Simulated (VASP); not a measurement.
# Ti (P6/mmm) in VASP: a series of runs

Ti is run at these levels: revPBE+D3(BJ), PBE+D3(BJ), PBEsol+D4, PBE+D4; tasks: single point.

Everything below comes from runs of VASP 6.6.1. Logs are shortened: lines on timing, memory, paths and dates and some standing lists are left out, and cuts for length are marked.

### 1 The cell of the first run

Symmetry: P6/mmm, No. 191, hexagonal system. Conventional cell: a = 4.453 Å, b = 4.453 Å, c = 2.760 Å, α = 90.00°, β = 90.00°, γ = 120.00°. Ti (site symmetry -6m2) has 11 Ti at 2.57 to 2.92 Å within 3.4 Å. Ti (site symmetry 6/mmm) has 14 Ti at 2.76 to 2.92 Å within 3.6 Å.

### 2 Single point, revPBE+D3(BJ)

File INCAR:

```
SYSTEM = Ti
ALGO = Normal ; EDIFF = 1E-6
ENCUT = 520 ; GGA = RE
ISIF = 2 ; ISMEAR = -1
IVDW = 12 ; LASPH = .TRUE.
LCHARG = .TRUE. ; LELF = .TRUE.
LREAL = .FALSE. ; LVHAR = .TRUE.
LWAVE = .FALSE. ; NBANDS = 25
NELM = 100 ; PREC = Accurate
SIGMA = 0.05
```

File KPOINTS:

```
k-points
0
G
  7 7 9
  0 0 0
```

File POSCAR:

```
Ti
1.0
    4.4534430900      0.0000000000      0.0000000000
   -2.2267215450      3.8567948503      0.0000000000
    0.0000000000      0.0000000000      2.7599130688
Ti
3
Direct
    0.6666666667      0.3333333333      0.5000000000
    0.3333333333      0.6666666667      0.5000000000
    0.0000000000      0.0000000000      0.0000000000
```

Potentials or basis: VASP PAW PBE potentials, release 64 (Ti_sv).

Command:

```
$ cat potpaw_PBE.64/Ti_sv/POTCAR > POTCAR
$ mpirun -np 1 vasp_std > vasp.out
```

OUTCAR:

```text
SYSTEM = Ti
   EDIFF = 1E-6
   ENCUT = 520
   GGA = RE
   ISIF = 2
   ISMEAR = -1
   IVDW = 12
   LASPH = .TRUE.
   LREAL = .FALSE.
   NELM = 100
   PREC = Accurate
 IVDW          = 12

 ion  position               nearest neighbor table
   1  0.667  0.333  0.500-   2 2.57   2 2.57   2 2.57   3 2.92   3 2.92   3 2.92   3 2.92   3 2.92
                             3 2.92
   2  0.333  0.667  0.500-   1 2.57   1 2.57   1 2.57   3 2.92   3 2.92   3 2.92   3 2.92   3 2.92
                             3 2.92
   3  0.000  0.000  0.000-   1 2.92   2 2.92   1 2.92   2 2.92   1 2.92   1 2.92   2 2.92   2 2.92
                             1 2.92   1 2.92   2 2.92   2 2.92

  LATTYP: Found a hexagonal cell.
 ALAT       =     4.4534430900
 C/A-ratio  =     0.6197256848

  Lattice vectors:

 A1 = (   4.4534430900,   0.0000000000,   0.0000000000)
 A2 = (  -2.2267215450,   3.8567948503,   0.0000000000)
 A3 = (   0.0000000000,   0.0000000000,   2.7599130688)

Analysis of symmetry for initial positions (statically):
=====================================================================
 Subroutine PRICEL returns:
 Original cell was already a primitive cell.

 Routine SETGRP: Setting up the symmetry group for a
 hexagonal supercell.

 Subroutine GETGRP returns: Found 24 space group operations
 (whereof 24 operations were pure point group operations)
 out of a pool of 24 trial point group operations.

The static configuration has the point symmetry D_6h.

Analysis of symmetry for dynamics (positions and initial velocities):
=====================================================================
 Subroutine PRICEL returns:
 Original cell was already a primitive cell.

 Routine SETGRP: Setting up the symmetry group for a
 hexagonal supercell.

 Subroutine GETGRP returns: Found 24 space group operations
 (whereof 24 operations were pure point group operations)
 out of a pool of 24 trial point group operations.

The dynamic configuration has the point symmetry D_6h.

 Subroutine INISYM returns: Found 24 space group operations
 (whereof 24 operations are pure point group operations),
 and found     1 'primitive' translations

----------------------------------------------------------------------------------------

                                     Primitive cell

  volume of cell :      47.4043

  direct lattice vectors                    reciprocal lattice vectors
[... 87 lines left out ...]
   ENCUT  =  520.0 eV  38.22 Ry    6.18 a.u.   8.28  8.28  5.13*2*pi/ulx,y,z
   NELM   =    100;   NELMIN=  2; NELMDL= -5     # of ELM steps
   EDIFF  = 0.1E-05   stopping-criterion for ELM
   LREAL  =      F    real-space projection
   EDIFFG = 0.1E-04   stopping-criterion for IOM
   NSW    =      0    number of steps for IOM
   IBRION =     -1    ionic relax: 0-MD 1-quasi-New 2-CG
   NFREE  =      0    steps in history (QN), initial steepest desc. (CG)
   ISIF   =      2    stress and relaxation
   ISYM   =      2    0-nonsym 1-usesym 2-fastsym
   POTIM  = 0.5000    time-step for ionic-motion
   TEBEG  =    0.0;   TEEND  =   0.0 temperature during run
   PSTRESS=    0.0 pullay stress
   NELECT =      36.0000    total number of electrons
   NUPDOWN=      -1.0000    fix difference up-down
   EMIN   =  10.00;   EMAX   =-10.00  energy-range for DOS
   EFERMI =   0.00;   METHOD = LEGACY
   ISMEAR =    -1;   SIGMA  =   0.05  broadening in eV -4-tet -1-fermi 0-gaus
   EFERMI_NEDOS =   21; number of points for ismear=-14 and -15
   IALGO  =     38    algorithm
   IMIX   =      4    mixing-type and parameters
     AMIX     =   0.40;   BMIX     =  1.00
     AMIX_MAG =   1.60;   BMIX_MAG =  1.00
  volume/ion in A,a.u.               =      15.80       106.63
  Fermi-wavevector in a.u.,A,eV,Ry     =   1.493607  2.822508 30.352724  2.230862
  Thomas-Fermi vector in A             =   2.605986
   LORBIT       =      0    0 simple, 1 ext, 2 COOP (PROOUT), +10 PAW based schemes
   GGA     = RE    functional components
   LHFCALC =     F    Hartree Fock is set to
   AEXX    =    0.0000 exact exchange contribution
   IVDW    =    12    specifies the selected vdW correction
   LEPSILON=     F    determine dielectric tensor
   LRPA    =     F    only Hartree local field effects (RPA)
 non-spin polarized calculation
  energy-cutoff  :      520.00
  volume of cell :       47.40
 maximum number of plane-waves:      1289
 NGX is ok and might be reduce to    36
   NGX = 17   NGY = 17   NGZ = 11

 number of electron      36.0000007 magnetization

 Free energy of the ion-electron system (eV)
  ---------------------------------------------------
  ext. energy  EPLUGINS =         0.00000000
  ---------------------------------------------------
  free energy    TOTEN  =       -22.38455748 eV

  energy without entropy =      -22.36258920  energy(sigma->0) =      -22.37357334

 E-fermi :   9.3472     XC(G=0): -11.8729

 val. band max:        9.3471337278   @ k =   0.4286   0.1429   0.3333
 cond. band min:       9.3496129391   @ k =   0.0000   0.0000   0.0000
 fundamental gap:      0.0024792113
 Fermi energy:         9.3472137383

 k-point     1 :       0.0000    0.0000    0.0000
  band No.  band energies     occupation
      1     -47.4945      2.00000
      2     -47.2410      2.00000
      3     -47.0340      2.00000
      4     -23.7843      2.00000
      5     -23.7843      2.00000
      6     -23.7372      2.00000
[... 661 lines left out ...]
     24      12.1623      0.00000
     25      12.2066      0.00000

 [... further k-points ...]

------------------------ aborting loop because EDIFF is reached ----------------------------------------

 Edisp (eV)   -3.70530

 E8    (eV) :    -2.6911

  FORCE on cell =-STRESS in cart. coord.  units (eV):
  Direction    XX          YY          ZZ          XY          YZ          ZX
  --------------------------------------------------------------------------------------
  -------------------------------------------------------------------------------------
  Total      -0.10368    -0.10368    -0.10346     0.00000     0.00000     0.00000
  in kB      -3.50423    -3.50423    -3.49686     0.00000     0.00000     0.00000
  external pressure =       -3.50 kB  Pullay stress =        0.00 kB

 VOLUME and BASIS-vectors are now :
 -----------------------------------------------------------------------------
  energy-cutoff  :      520.00
  volume of cell :       47.40
      direct lattice vectors                 reciprocal lattice vectors
     4.453443090  0.000000000  0.000000000     0.224545364  0.129641326  0.000000000
    -2.226721545  3.856794850  0.000000000     0.000000000  0.259282653  0.000000000
     0.000000000  0.000000000  2.759913069     0.000000000  0.000000000  0.362330253

 POSITION                                       TOTAL-FORCE (eV/Angst)
 -----------------------------------------------------------------------------------
      2.22672      1.28560      1.37996        -0.000000      0.000000     -0.000000
     -0.00000      2.57120      1.37996         0.000000     -0.000000      0.000000
      0.00000      0.00000      0.00000         0.000000      0.000000     -0.000000
 -----------------------------------------------------------------------------------
    total drift:                                0.000000      0.000000     -0.000000

  FREE ENERGIE OF THE ION-ELECTRON SYSTEM (eV)
  ---------------------------------------------------
  free  energy   TOTEN  =       -26.0898577454 eV

  energy  without entropy=      -26.0678894574  energy(sigma->0) =      -26.07887360
```

stdout:

```text
POSCAR found type information on POSCAR Ti
 POSCAR found :  1 types and       3 ions
 scaLAPACK will be used
 -----------------------------------------------------------------------------
|                                                                             |
|                                                                             |
|     You enforced a specific xc type in the INCAR file but a different       |
|     I HOPE YOU KNOW WHAT YOU ARE DOING!                                     |
|                                                                             |
 -----------------------------------------------------------------------------

 LDA part: xc-table for (Slater+PW92), standard interpolation
 POSCAR, INCAR and KPOINTS ok, starting setup
 FFT: planning ... GRIDC
 FFT: planning ... GRID_SOFT
 FFT: planning ... GRID
 WAVECAR not read
 entering main loop
```

Run time: 42 s. Hardware: 1 thread of Intel Xeon Platinum 8488C (Sapphire Rapids), shared host; peak memory 0.2 GiB.

What came out:

```yaml
Free_energy: -26.0899 eV
Pressure: -0.4 GPa
Band_gap_on_the_k_mesh: zero (band 18 reaches 9.56 eV, above the bottom of band 19 at 9.23 eV)
Dispersion_energy_per_atom: -1.235 eV
```

Caveat: the PAW data sets were made with another functional, which shifts forces and pressure a little; pairwise dispersion overbinds metals, which lowers pressure and volume.

### 3 Single point, PBE+D3(BJ)

This run uses another cell than the first one, of 16.24 Å³/atom, 1.028 times its volume.

File INCAR:

```
SYSTEM = Ti
PREC = Accurate
ENCUT = 520
EDIFF = 1E-6
ISMEAR = -1
SIGMA = 0.05
LREAL = .False.
LASPH = .True.
NELM = 100
ALGO = Normal
ISIF = 2
LWAVE = .False.
LCHARG = .False.
GGA = PE
IVDW = 12
NBANDS = 25
```

File KPOINTS:

```
Automatic mesh
0
Gamma
  7 7 9
  0 0 0
```

File POSCAR:

```
Ti
1.0
    4.4954701779      0.0000000000      0.0000000000
   -2.2477350890      3.8931913761      0.0000000000
    0.0000000000      0.0000000000      2.7842809222
Ti
3
Direct
    0.6666666667      0.3333333333      0.5000000000
    0.3333333333      0.6666666667      0.5000000000
    0.0000000000      0.0000000000      0.0000000000
```

Potentials or basis: VASP PAW PBE potentials, release 64 (Ti_sv).

Command:

```
$ cat potpaw_PBE.64/Ti_sv/POTCAR > POTCAR
$ mpirun -np 1 vasp_std > vasp.out
```

OUTCAR:

```text
SYSTEM = Ti
   PREC = Accurate
   ENCUT = 520
   EDIFF = 1E-6
   ISMEAR = -1
   LREAL = .False.
   LASPH = .True.
   NELM = 100
   ISIF = 2
   GGA = PE
   IVDW = 12
 IVDW          = 12

 ion  position               nearest neighbor table
   1  0.667  0.333  0.500-   2 2.60   2 2.60   2 2.60
   2  0.333  0.667  0.500-   1 2.60   1 2.60   1 2.60
   3  0.000  0.000  0.000-

  LATTYP: Found a hexagonal cell.
 ALAT       =     4.4954701779
 C/A-ratio  =     0.6193525509

  Lattice vectors:

 A1 = (   4.4954701779,   0.0000000000,   0.0000000000)
[... 863 lines left out ...]

 E8    (eV) :    -0.9184

  FORCE on cell =-STRESS in cart. coord.  units (eV):
  Direction    XX          YY          ZZ          XY          YZ          ZX
  --------------------------------------------------------------------------------------
  -------------------------------------------------------------------------------------
  Total      -0.09000    -0.09000    -0.09037     0.00000    -0.00000     0.00000
  in kB      -2.95917    -2.95917    -2.97141     0.00000    -0.00000     0.00000
  external pressure =       -2.96 kB  Pullay stress =        0.00 kB

 VOLUME and BASIS-vectors are now :
 -----------------------------------------------------------------------------
  energy-cutoff  :      520.00
  volume of cell :       48.73
      direct lattice vectors                 reciprocal lattice vectors
     4.495470178  0.000000000  0.000000000     0.222446143  0.128429340  0.000000000
    -2.247735089  3.893191376  0.000000000     0.000000000  0.256858681  0.000000000
     0.000000000  0.000000000  2.784280922     0.000000000  0.000000000  0.359159161

 POSITION                                       TOTAL-FORCE (eV/Angst)
 -----------------------------------------------------------------------------------
      2.24774      1.29773      1.39214        -0.000000      0.000000      0.000000
     -0.00000      2.59546      1.39214         0.000000      0.000000     -0.000000
      0.00000      0.00000      0.00000        -0.000000      0.000000      0.000000
 -----------------------------------------------------------------------------------
    total drift:                                0.000000      0.000000     -0.000000

  FREE ENERGIE OF THE ION-ELECTRON SYSTEM (eV)
  ---------------------------------------------------
  free  energy   TOTEN  =       -25.4191800478 eV

  energy  without entropy=      -25.3970258296  energy(sigma->0) =      -25.40810294
```

stdout:

```text
POSCAR found type information on POSCAR Ti
 POSCAR found :  1 types and       3 ions
 scaLAPACK will be used
 LDA part: xc-table for (Slater+PW92), standard interpolation
 POSCAR, INCAR and KPOINTS ok, starting setup
 FFT: planning ... GRIDC
 FFT: planning ... GRID_SOFT
 FFT: planning ... GRID
 WAVECAR not read
 entering main loop
```

Wall time 44 s (1 thread of Intel Xeon Platinum 8488C (Sapphire Rapids), shared host); peak memory 0.2 GiB.

What came out:

```
Free energy                : -25.4192 eV
Pressure                   : -0.3 GPa
Band gap on the k mesh     : zero (band 18 reaches 9.15 eV, above the bottom of band 19 at 8.85 eV)
Dispersion energy per atom : -0.645 eV
```

Levels at points of the mesh, in eV from the Fermi level:
```csv
k point,band 16,band 17,band 18,band 19,band 20,band 21
"(0.00, 0.00, 0.00)",-0.72,-0.63,-0.63,-0.01,0.72,1.36
```

Caveat: pairwise dispersion overbinds metals, which lowers pressure and volume.

### 4 Single point, PBEsol+D4

This run uses another cell than the first one, of 16.31 Å³/atom, 1.032 times its volume.

File INCAR:

```
SYSTEM = Ti
PREC = Accurate ; ENCUT = 520
EDIFF = 1E-6 ; ISMEAR = -1
SIGMA = 0.05 ; LREAL = .FALSE.
LASPH = .TRUE. ; NELM = 60
ALGO = Normal ; ISIF = 2
LWAVE = .FALSE. ; LCHARG = .FALSE.
GGA = PS ; IVDW = 13
NBANDS = 25
```

File KPOINTS:

```
Automatic mesh
0
G
  7 7 9
  0 0 0
```

File POSCAR:

```
Ti
1.0
    4.5002465117      0.0000000000      0.0000000000
   -2.2501232558      3.8973278024      0.0000000000
    0.0000000000      0.0000000000      2.7897839060
Ti
3
Direct
    0.6666666667      0.3333333333      0.5000000000
    0.3333333333      0.6666666667      0.5000000000
    0.0000000000      0.0000000000      0.0000000000
```

Command:

```
$ cat potpaw_PBE.64/Ti_sv/POTCAR > POTCAR
$ mpirun -np 1 vasp_std > vasp.out
```

It took 45 s on 1 thread of Intel Xeon Platinum 8488C (Sapphire Rapids), shared host; peak memory 0.19 GiB.

The run converged. Its results:

* Free energy: -25.4445 eV
* Pressure: -0.3 GPa
* Band gap on the k mesh: zero (band 18 reaches 8.98 eV, above the bottom of band 19 at 8.67 eV)
* Dispersion energy per atom: -0.125 eV

Levels at points of the mesh, in eV from the Fermi level:
| k point | band 15 | band 16 | band 17 | band 18 | band 19 | band 20 | band 21 | band 22 |
| --- | --- | --- | --- | --- | --- | --- | --- | --- |
| (0.00, 0.00, 0.00) | -0.71 | -0.71 | -0.61 | -0.61 | -0.01 | 0.72 | 1.35 | 1.35 |

Caveat: the PAW data sets were made with another functional, which shifts forces and pressure a little; pairwise dispersion overbinds metals, which lowers pressure and volume.

### 5 Single point, PBE+D4

This run uses another cell than the first one, of 16.86 Å³/atom, 1.067 times its volume.

File INCAR:

```
SYSTEM = Ti
PREC = Accurate
ENCUT = 520
EDIFF = 1E-6
ISMEAR = -1
SIGMA = 0.05
LREAL = .False.
LASPH = .True.
NELM = 80
ALGO = Normal
ISIF = 2
LWAVE = .False.
LCHARG = .True.
GGA = PE
IVDW = 13
LELF = .True.
LVHAR = .True.
NBANDS = 25
```

File KPOINTS:

```
regular mesh
0
Gamma
  7 7 9
  0 0 0
```

File POSCAR:

```
Ti
1.0
    4.5538688454      0.0000000000      0.0000000000
   -2.2769344227      3.9437661056      0.0000000000
    0.0000000000      0.0000000000      2.8158915903
Ti
3
Direct
    0.6666666667      0.3333333333      0.5000000000
    0.3333333333      0.6666666667      0.5000000000
    0.0000000000      0.0000000000      0.0000000000
```

Command:

```
$ cat potpaw_PBE.64/Ti_sv/POTCAR > POTCAR
$ mpirun -np 1 vasp_std > vasp.out
```

Run time: 44 s. Hardware: 1 thread of Intel Xeon Platinum 8488C (Sapphire Rapids), shared host; peak memory 0.19 GiB.

Results (log left out):

| Property | Result |
| --- | --- |
| Free energy | -24.1536 eV |
| Pressure | -0.3 GPa |
| Band gap on the k mesh | zero (band 18 reaches 8.73 eV, above the bottom of band 19 at 8.46 eV) |
| Dispersion energy per atom | -0.208 eV |

Levels at points of the mesh, in eV from the Fermi level:
```tsv
k point	band 15	band 16	band 17	band 18	band 19	band 20	band 21	band 22
(0.00, 0.00, 0.00)	-0.71	-0.71	-0.62	-0.62	-0.02	0.69	1.31	1.31
```

Caveat: pairwise dispersion overbinds metals, which lowers pressure and volume.

### 6 Overview

```csv
level,cell,gap on the mesh (eV),pressure (GPa)
revPBE+D3(BJ),"a = 4.453, b = 4.453, c = 2.760 Å, angles 90.0, 90.0, 120.0°, 3 atoms",none,-0.4
PBE+D3(BJ),"a = 4.495, b = 4.495, c = 2.784 Å, angles 90.0, 90.0, 120.0°, 3 atoms",none,-0.3
PBEsol+D4,"a = 4.500, b = 4.500, c = 2.790 Å, angles 90.0, 90.0, 120.0°, 3 atoms",none,-0.3
PBE+D4,"a = 4.554, b = 4.554, c = 2.816 Å, angles 90.0, 90.0, 120.0°, 3 atoms",none,-0.3
```

Alike in all rows: task single point; potentials or basis VASP PAW PBE potentials, release 64 (Ti_sv); no spin polarisation; k mesh 7 × 7 × 9; cutoff (eV) 520; smearing fermi-dirac 0.05 eV.

Caveats: pairwise dispersion overbinds metals, which lowers pressure and volume; the PAW data sets were made with another functional, which shifts forces and pressure a little (some runs).

Total energies depend on the potentials used, so only differences within one code and one set of settings carry meaning.
